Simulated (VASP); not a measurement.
# Be3N (Pmmm) in VASP: single point with PBE

Aim: the single point of Be3N with PBE.

Program: VASP 6.6.1. These are calculated values, not measurements. Logs are shortened: lines on timing, memory, paths and dates and some standing lists are left out, and cuts for length are marked.

## Step 1: The cell of the first run

The structure is orthorhombic, space group Pmmm (No. 47). The conventional cell has a = 3.323 Å, b = 5.589 Å, c = 6.776 Å, α = 90.00°, β = 90.00°, γ = 90.00°. Within 2.2 Å of Be (site symmetry mm2) lie 2 N at 1.66 Å. Within 2.2 Å of Be (site symmetry mmm) lie 4 Be at 1.64 Å and 2 N at 1.73 Å. Within 2.2 Å of Be (site symmetry mmm) lie 2 N at 1.65 Å. Be (site symmetry m) has 2 N at 1.64 Å and 2 Be at 1.64 to 1.73 Å within 2.2 Å. Be (site symmetry mmm) has 2 N at 1.66 Å within 2.2 Å. N (site symmetry mm2) has 6 Be at 1.64 to 1.73 Å within 2.2 Å. Within 2.2 Å of N (site symmetry mmm) lie 6 Be at 1.64 to 1.66 Å.

## Step 2: Single point, PBE

Input file INCAR:

```
ALGO = Normal ; EDIFF = 1E-6
ENCUT = 520 ; GGA = PE
ISIF = 2 ; ISMEAR = 0
LASPH = T ; LCHARG = T
LELF = T ; LREAL = F
LVHAR = T ; LWAVE = F
NBANDS = 28 ; NELM = 60
PREC = Accurate ; SIGMA = 0.1
```

Input file KPOINTS:

```
k-points
0
Gamma
  6 4 4
```

Input file POSCAR:

```
Be3N
1.0
    3.3232306700      0.0000000000      0.0000000000
    0.0000000000      5.5887337200      0.0000000000
    0.0000000000      0.0000000000      6.7764273000
Be N
9 3
Direct
    0.5000000000      0.0000000000      0.2558544800
    0.0000000000      0.0000000000      0.0000000000
    0.0000000000      0.0000000000      0.5000000000
    0.0000000000      0.7500000000      0.1279272400
    0.0000000000      0.2500000000      0.1279272400
    0.5000000000      0.0000000000      0.7441455200
    0.0000000000      0.7500000000      0.8720727600
    0.0000000000      0.2500000000      0.8720727600
    0.5000000000      0.5000000000      0.0000000000
    0.0000000000      0.0000000000      0.2558544800
    0.0000000000      0.0000000000      0.7441455200
    0.0000000000      0.5000000000      0.0000000000
```

Potentials or basis: VASP PAW PBE potentials, release 64 (Be, N).

The run is started by

```console
> cat potpaw_PBE.64/Be/POTCAR potpaw_PBE.64/N/POTCAR > POTCAR
> mpirun -np 1 vasp_std > vasp.out
```

OUTCAR:

```text
EDIFF = 1E-6
   ENCUT = 520
   GGA = PE
   ISIF = 2
   ISMEAR = 0
   LASPH = T
   LREAL = F
   NELM = 60
   PREC = Accurate

 ion  position               nearest neighbor table
   1  0.500  0.000  0.256-  10 1.66  10 1.66   4 2.34   4 2.34   5 2.34   5 2.34   3 2.34   3 2.34

   2  0.000  0.000  0.000-   4 1.64   5 1.64   7 1.64   8 1.64  10 1.73  11 1.73
   3  0.000  0.000  0.500-  10 1.65  11 1.65   1 2.34   6 2.34   1 2.34   6 2.34
   4  0.000  0.750  0.128-   2 1.64  10 1.64  12 1.64   7 1.73   1 2.34   9 2.34   1 2.34   9 2.34

   5  0.000  0.250  0.128-   2 1.64  10 1.64  12 1.64   8 1.73   1 2.34   9 2.34   1 2.34   9 2.34

   6  0.500  0.000  0.744-  11 1.66  11 1.66   7 2.34   7 2.34   8 2.34   8 2.34   3 2.34   3 2.34

   7  0.000  0.750  0.872-   2 1.64  11 1.64  12 1.64   4 1.73   6 2.34   9 2.34   6 2.34   9 2.34

   8  0.000  0.250  0.872-   2 1.64  11 1.64  12 1.64   5 1.73   6 2.34   9 2.34   6 2.34   9 2.34

   9  0.500  0.500  0.000-  12 1.66  12 1.66   7 2.34   8 2.34   4 2.34   4 2.34   5 2.34   7 2.34
                             8 2.34   5 2.34
  10  0.000  0.000  0.256-   4 1.64   5 1.64   3 1.65   1 1.66   1 1.66   2 1.73
  11  0.000  0.000  0.744-   7 1.64   8 1.64   3 1.65   6 1.66   6 1.66   2 1.73
  12  0.000  0.500  0.000-   4 1.64   5 1.64   7 1.64   8 1.64   9 1.66   9 1.66

  LATTYP: Found a simple orthorhombic cell.
 ALAT       =     3.3232306700
 B/A-ratio  =     1.6817170624
 C/A-ratio  =     2.0391083174

  Lattice vectors:

 A1 = (   3.3232306700,   0.0000000000,   0.0000000000)
 A2 = (   0.0000000000,   5.5887337200,   0.0000000000)
 A3 = (   0.0000000000,   0.0000000000,   6.7764273000)

Analysis of symmetry for initial positions (statically):
=====================================================================
 Subroutine PRICEL returns:
 Original cell was already a primitive cell.

 Routine SETGRP: Setting up the symmetry group for a
 simple orthorhombic supercell.

 Subroutine GETGRP returns: Found  8 space group operations
 (whereof  8 operations were pure point group operations)
 out of a pool of  8 trial point group operations.

The static configuration has the point symmetry D_2h.

Analysis of symmetry for dynamics (positions and initial velocities):
=====================================================================
 Subroutine PRICEL returns:
 Original cell was already a primitive cell.

 Routine SETGRP: Setting up the symmetry group for a
 simple orthorhombic supercell.

 Subroutine GETGRP returns: Found  8 space group operations
 (whereof  8 operations were pure point group operations)
 out of a pool of  8 trial point group operations.

The dynamic configuration has the point symmetry D_2h.

 Subroutine INISYM returns: Found  8 space group operations
 (whereof  8 operations are pure point group operations),
 and found     1 'primitive' translations

----------------------------------------------------------------------------------------

                                     Primitive cell

  volume of cell :     125.8562

  direct lattice vectors                    reciprocal lattice vectors
     3.323230670  0.000000000  0.000000000     0.300912004  0.000000000  0.000000000
     0.000000000  5.588733720  0.000000000     0.000000000  0.178931409  0.000000000
     0.000000000  0.000000000  6.776427300     0.000000000  0.000000000  0.147570387

  length of vectors
     3.323230670  5.588733720  6.776427300     0.300912004  0.178931409  0.147570387

  position of ions in fractional coordinates (direct lattice)
     0.500000000  0.000000000  0.255854480
     0.000000000  0.000000000  0.000000000
     0.000000000  0.000000000  0.500000000
     0.000000000  0.750000000  0.127927240
     0.000000000  0.250000000  0.127927240
     0.500000000  0.000000000  0.744145520
     0.000000000  0.750000000  0.872072760
     0.000000000  0.250000000  0.872072760
     0.500000000  0.500000000  0.000000000
     0.000000000  0.000000000  0.255854480
     0.000000000  0.000000000  0.744145520
     0.000000000  0.500000000  0.000000000

  ion indices of the primitive-cell ions
   primitive index   ion index
                 1           1
                 2           2
                 3           3
                 4           4
                 5           5
                 6           6
                 7           7
                 8           8
                 9           9
                10          10
                11          11
                12          12

----------------------------------------------------------------------------------------

 KPOINTS: k-points

Automatic generation of k-mesh.
 Grid dimensions read from file:
 generate k-points for:    6    4    4

 Generating k-lattice:

  Cartesian coordinates                     Fractional coordinates (reciprocal lattice)
     0.050152001  0.000000000  0.000000000     0.166666667  0.000000000  0.000000000
     0.000000000  0.044732852  0.000000000     0.000000000  0.250000000  0.000000000
     0.000000000  0.000000000  0.036892597     0.000000000  0.000000000  0.250000000

  Length of vectors
     0.050152001  0.044732852  0.036892597

  Shift w.r.t. Gamma in fractional coordinates (k-lattice)
     0.000000000  0.000000000  0.000000000

 Subroutine IBZKPT returns following result:
 ===========================================

 Found     36 irreducible k-points:

 Following reciprocal coordinates:
            Coordinates               Weight
  0.000000  0.000000  0.000000      1.000000
  0.166667  0.000000  0.000000      2.000000
  0.333333  0.000000  0.000000      2.000000
  0.500000  0.000000  0.000000      1.000000
  0.000000  0.250000  0.000000      2.000000
  0.166667  0.250000  0.000000      4.000000
[... 16 lines left out ...]
  0.333333  0.500000  0.250000      4.000000
  0.500000  0.500000  0.250000      2.000000
 [... further k-points ...]
   k-points           NKPTS =     36   k-points in BZ     NKDIM =     36   number of bands    NBANDS=     28
   number of dos      NEDOS =    301   number of ions     NIONS =     12
   total plane-waves  NPLWV =  58800
   dimension x,y,z NGX =    28 NGY =   42 NGZ =   50
   dimension x,y,z NGXF=    56 NGYF=   84 NGZF=  100
   ions per type =               9   3
   NGX,Y,Z   is equivalent  to a cutoff of  14.01, 12.49, 12.27 a.u.
   NGXF,Y,Z  is equivalent  to a cutoff of  28.01, 24.99, 24.53 a.u.
 SYSTEM =  unknown system
   PREC   = accura    normal or accurate (medium, high low for compatibility)
   ISTART =      0    job   : 0-new  1-cont  2-samecut
   ICHARG =      2    charge: 1-file 2-atom 10-const
   ISPIN  =      1    spin polarized calculation?
   LNONCOLLINEAR =      F non collinear calculations
   LSORBIT =      F    spin-orbit coupling
   LASPH  =      T    aspherical Exc in radial PAW
   ENCUT  =  520.0 eV  38.22 Ry    6.18 a.u.   6.18 10.39 12.60*2*pi/ulx,y,z
   NELM   =     60;   NELMIN=  2; NELMDL= -5     # of ELM steps
   EDIFF  = 0.1E-05   stopping-criterion for ELM
   LREAL  =      F    real-space projection
   EDIFFG = 0.1E-04   stopping-criterion for IOM
   NSW    =      0    number of steps for IOM
   IBRION =     -1    ionic relax: 0-MD 1-quasi-New 2-CG
   NFREE  =      0    steps in history (QN), initial steepest desc. (CG)
   ISIF   =      2    stress and relaxation
   ISYM   =      2    0-nonsym 1-usesym 2-fastsym
   POTIM  = 0.5000    time-step for ionic-motion
   TEBEG  =    0.0;   TEEND  =   0.0 temperature during run
   PSTRESS=    0.0 pullay stress
   NELECT =      33.0000    total number of electrons
   NUPDOWN=      -1.0000    fix difference up-down
   EMIN   =  10.00;   EMAX   =-10.00  energy-range for DOS
   EFERMI =   0.00;   METHOD = LEGACY
   ISMEAR =     0;   SIGMA  =   0.10  broadening in eV -4-tet -1-fermi 0-gaus
   EFERMI_NEDOS =   21; number of points for ismear=-14 and -15
   IALGO  =     38    algorithm
   IMIX   =      4    mixing-type and parameters
     AMIX     =   0.40;   BMIX     =  1.00
     AMIX_MAG =   1.60;   BMIX_MAG =  1.00
  volume/ion in A,a.u.               =      10.49        70.78
  Fermi-wavevector in a.u.,A,eV,Ry     =   1.047823  1.980098 14.938285  1.097933
  Thomas-Fermi vector in A             =   2.182719
   LORBIT       =      0    0 simple, 1 ext, 2 COOP (PROOUT), +10 PAW based schemes
   GGA     = PE    functional components
   LHFCALC =     F    Hartree Fock is set to
   AEXX    =    0.0000 exact exchange contribution
   IVDW    =     0    specifies the selected vdW correction
   LEPSILON=     F    determine dielectric tensor
   LRPA    =     F    only Hartree local field effects (RPA)
 non-spin polarized calculation
 Gauss-broadening in eV      SIGMA  =   0.10
  energy-cutoff  :      520.00
  volume of cell :      125.86
 maximum number of plane-waves:      3412
 NGX is ok and might be reduce to    28
   NGX = 13   NGY = 21   NGZ = 25

 number of electron      32.9999996 magnetization

 Free energy of the ion-electron system (eV)
  ---------------------------------------------------
  ext. energy  EPLUGINS =         0.00000000
  ---------------------------------------------------
  free energy    TOTEN  =       -52.39702075 eV

  energy without entropy =      -52.38793061  energy(sigma->0) =      -52.39247568

 E-fermi :   4.3819     XC(G=0):  -9.0207

 val. band max:        4.3620105664   @ k =   0.5000   0.0000   0.0000
 cond. band min:       4.3825843092   @ k =   0.3333   0.0000   0.2500
 fundamental gap:      0.0205737428
 Fermi energy:         4.3818827572

 k-point     1 :       0.0000    0.0000    0.0000
  band No.  band energies     occupation
      1     -13.7630      2.00000
      2     -13.6233      2.00000
      3     -13.5919      2.00000
      4      -5.1427      2.00000
      5      -4.9350      2.00000
      6      -3.6064      2.00000
[... 20 lines left out ...]
     27      10.8130      0.00000
     28      11.3279      0.00000

 k-point     2 :       0.1667    0.0000    0.0000
  band No.  band energies     occupation
      1     -13.7281      2.00000
      2     -13.6232      2.00000
      3     -13.5947      2.00000
      4      -4.9437      2.00000
      5      -4.7716      2.00000
      6      -4.0175      2.00000
[... 20 lines left out ...]
     27      10.5390      0.00000
     28      10.7940      0.00000

 k-point     3 :       0.3333    0.0000    0.0000
  band No.  band energies     occupation
      1     -13.6560      2.00000
      2     -13.6230      2.00000
      3     -13.5998      2.00000
      4      -4.9290      2.00000
      5      -4.4654      2.00000
      6      -4.1238      2.00000
[... 20 lines left out ...]
     27      10.4181      0.00000
     28      10.9801      0.00000

 k-point     4 :       0.5000    0.0000    0.0000
  band No.  band energies     occupation
      1     -13.6229      2.00000
      2     -13.6207      2.00000
      3     -13.6001      2.00000
      4      -5.2128      2.00000
      5      -4.1659      2.00000
      6      -3.8161      2.00000
[... 578 lines left out ...]
     27      10.3422      0.00000
     28      10.9300      0.00000

 k-point    23 :       0.3333    0.5000    0.2500
  band No.  band energies     occupation
      1     -13.6440      2.00000
      2     -13.6194      2.00000
      3     -13.6133      2.00000
      4      -4.9478      2.00000
      5      -4.1148      2.00000
      6      -3.9372      2.00000
[... 20 lines left out ...]
     27      10.2783      0.00000
     28      10.3516      0.00000

 k-point    24 :       0.5000    0.5000    0.2500
  band No.  band energies     occupation
      1     -13.6283      2.00000
      2     -13.6121      2.00000
      3     -13.6020      2.00000
      4      -4.5836      2.00000
      5      -4.4349      2.00000
      6      -4.0782      2.00000
[... 20 lines left out ...]
     27      10.3679      0.00000
     28      10.4767      0.00000

 [... further k-points ...]

------------------------ aborting loop because EDIFF is reached ----------------------------------------

  FORCE on cell =-STRESS in cart. coord.  units (eV):
  Direction    XX          YY          ZZ          XY          YZ          ZX
  --------------------------------------------------------------------------------------
  -------------------------------------------------------------------------------------
  Total        1.4578787     26.6022003     17.1912141     -0.0000000      0.0000000      0.0000000
  in kB       18.5591160    338.6518507    218.8479304     -0.0000000      0.0000000      0.0000000
  external PRESSURE =     192.0196323 kB  Pullay stress =       0.0000000 kB

 VOLUME and BASIS-vectors are now :
 -----------------------------------------------------------------------------
  energy-cutoff  :      520.00
  volume of cell :      125.86
      direct lattice vectors                 reciprocal lattice vectors
     3.323230670  0.000000000  0.000000000     0.300912004  0.000000000  0.000000000
     0.000000000  5.588733720  0.000000000     0.000000000  0.178931409  0.000000000
     0.000000000  0.000000000  6.776427300     0.000000000  0.000000000  0.147570387

 POSITION                                       TOTAL-FORCE (eV/Angst)
 -----------------------------------------------------------------------------------
      1.66162      0.00000      1.73378         0.000000      0.000000      0.306818
      0.00000      0.00000      0.00000         0.000000      0.000000      0.000000
      0.00000      0.00000      3.38821         0.000000      0.000000      0.000000
      0.00000      4.19155      0.86689         0.000000     -3.655536      4.096410
      0.00000      1.39718      0.86689         0.000000      3.655536      4.096410
      1.66162      0.00000      5.04265         0.000000      0.000000     -0.306818
      0.00000      4.19155      5.90954        -0.000000     -3.655536     -4.096410
      0.00000      1.39718      5.90954        -0.000000      3.655536     -4.096410
      1.66162      2.79437      0.00000         0.000000      0.000000      0.000000
      0.00000      0.00000      1.73378         0.000000      0.000000      1.067048
      0.00000      0.00000      5.04265         0.000000      0.000000     -1.067048
      0.00000      2.79437      0.00000         0.000000      0.000000      0.000000
 -----------------------------------------------------------------------------------
    total drift:                               -0.000000     -0.000000      0.000000

  FREE ENERGIE OF THE ION-ELECTRON SYSTEM (eV)
  ---------------------------------------------------
  free  energy   TOTEN  =       -52.3970207504 eV

  energy  without entropy=      -52.3879306107  energy(sigma->0) =      -52.39247568
```

Wall time 93 s (1 thread of Intel Xeon Platinum 8488C (Sapphire Rapids), shared host); peak memory 0.27 GiB.

Results:

| Item | Value |
| --- | --- |
| Free energy | -52.3970 eV |
| Pressure | 19.2 GPa |
| Largest force | 5.490 eV/Å |

Forces in eV/Å, atoms in the order of the input:
```
Be   0.000  0.000  0.307
Be   0.000  0.000  0.000
Be   0.000  0.000  0.000
Be   0.000 -3.656  4.096
Be   0.000  3.656  4.096
Be   0.000  0.000 -0.307
Be   0.000 -3.656 -4.096
Be   0.000  3.656 -4.096
Be   0.000  0.000  0.000
N    0.000  0.000  1.067
N    0.000  0.000 -1.067
N    0.000  0.000  0.000
```

Stress tensor (GPa, compression positive):
```
 1.86  0.00  0.00
 0.00 33.87  0.00
 0.00  0.00 21.88
```

Levels at points of the mesh, in eV from the Fermi level:
```
           k point  band 12  band 13  band 14  band 15  band 16  band 17  band 18  band 19  band 20  band 21
(0.00, 0.00, 0.00)    -7.06    -3.34    -1.75    -1.20     0.86     1.05     1.95     2.30     2.78     2.83
(0.50, 0.00, 0.00)    -6.26    -3.65    -3.38    -1.11    -0.73    -0.33    -0.02     0.96     1.69     2.88
(0.00, 0.50, 0.00)    -6.56    -3.44    -2.04    -0.56     0.89     1.15     1.46     1.62     2.20     2.31
(0.50, 0.50, 0.00)    -6.02    -4.22    -2.60    -1.77    -1.18    -0.22     0.70     2.43     2.92     3.22
(0.00, 0.00, 0.50)    -6.96    -2.53    -1.35    -0.91    -0.84     1.75     2.01     2.27     2.78     2.79
(0.50, 0.00, 0.50)    -6.26    -3.60    -1.82    -1.56    -0.85    -0.58    -0.40    -0.21     2.76     2.79
(0.00, 0.50, 0.50)    -6.69    -3.10    -1.13    -0.44    -0.18     0.59     1.26     1.79     2.15     2.98
(0.50, 0.50, 0.50)    -6.10    -3.08    -2.39    -2.03    -1.39    -0.92     0.96     1.64     2.90     3.19
```

Caveat: forces of over 1 eV/Å act on the atoms, so gaps and moduli don't describe the material at rest.
